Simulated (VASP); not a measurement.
The system is InP.

```
In P
1.0
     0.00000    2.93050    2.93050
     2.93050    0.00000    2.93050
     2.93050    2.93050    0.00000
In P
1 1
Direct
  0.00000 0.00000 0.00000
  0.75000 0.75000 0.75000
```

| Quantity | Value |
| --- | --- |
| Program | VASP 6.6.1 |
| Task | relaxation of cell and atoms |
| Functional | RPBE |
| Dispersion | D3(BJ) |
| Potentials or basis | VASP PAW PBE potentials, release 64 (In_d, P) |
| Cutoff | 600 eV |
| k mesh | 8 × 8 × 8 |
| Occupations | fermi-dirac, width 0.05 eV |
| Spin | no spin polarisation |

At the start: pressure -5.2 GPa; volume 25.17 Å³/atom.

Q: Where does the relaxation end?

A: Over 3 steps the energy falls by 33.1 meV/atom and the volume is 23.29 Å³/atom (-7.5 %); space group F-43m (No. 216, to 0.1 Å) before and after.

The path:
```tsv
step	energy change (eV)	largest force (eV/Å)	pressure (GPa)	volume (Å³)
1	0.0000	0.0000	-5.25	50.33
2	-0.0430	0.0000	3.87	44.56
3	-0.0662	0.0000	0.01	46.57
```

Final structure:
```
In P
1.0
     0.00000    2.85561    2.85561
     2.85561    0.00000    2.85561
     2.85561    2.85561    0.00000
In P
1 1
Direct
  0.00000 0.00000 0.00000
  0.75000 0.75000 0.75000
```

Caveat: the PAW data sets were made with another functional, which shifts forces and pressure a little.
